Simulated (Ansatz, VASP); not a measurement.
## Hf in VASP and in Ansatz

File INCAR:

```
SYSTEM = Hf
ALGO = Fast
EDIFF = 1E-6
ENCUT = 520
GGA = PS
ISIF = 2
ISMEAR = 0
LASPH = .True.
LCHARG = .True.
LELF = .True.
LREAL = .False.
LVHAR = .True.
LWAVE = .False.
NBANDS = 11
NELM = 100
PREC = Accurate
SIGMA = 0.1
```

Contents of KPOINTS:

```
k-points
0
Gamma
  14 14 14
  0 0 0
```

POSCAR

```
Hf
1.0
    0.0181374000      2.1132402000      2.2652214000
    2.3295126000      0.0494616000      2.2338972000
    2.3395692000      2.0919726000      0.0394050000
Hf
1
Direct
    0.0000000000      0.0000000000      0.0000000000
```

Input for Ansatz:

```yaml
crystal:
  lattice:
    - [0.0181374, 2.1132402, 2.2652214]
    - [2.3295126, 0.0494616, 2.2338972]
    - [2.3395692, 2.0919726, 0.039405]
  atoms:
    - { symbol: Hf, position: [0.0, 0.0, 0.0] }
basis:
  ecutwfc: 420
kpoints:
  mp_grid: { grid: [14, 14, 14] }
hamiltonian:
  xc: pbesol
scf:
  occupations: { method: gaussian, width: 0.1 }
output:
  forces: true
  stress: true
  eigenvalues: true
  populations: true
```

Alike in both runs: task single point; functional PBEsol; k mesh 14 × 14 × 14; occupations gaussian, width 0.1 eV; no spin polarisation.

|  | VASP | Ansatz |
| --- | --- | --- |
| version | VASP 6.6.1 | Ansatz 0.2.0 |
| potentials or method | VASP PAW PBE potentials, release 64 (Hf_pv), cutoff 520 eV | scalar-relativistic, plane waves, PAW |
| valence electrons in the cell | 10 | 26 |

|  | VASP | Ansatz | Ansatz less VASP |
| --- | --- | --- | --- |
| gap on the k mesh at the Fermi level (eV) | none | none | - |
| pressure (GPa) | -0.3 | 0.1 | +0.40 |
| traceless stress, the component that is largest in VASP (GPa) | 2.78 | 2.73 | -0.048 |

VASP's potentials were made for PBE, not for PBEsol. A gap of «none» marks a metal or a gap that the smearing closes. VASP's potentials hold 10 valence electrons a cell and Ansatz's 26, so a difference there can come from the potentials and not from the codes.

Neither program's run includes spin-orbit coupling.
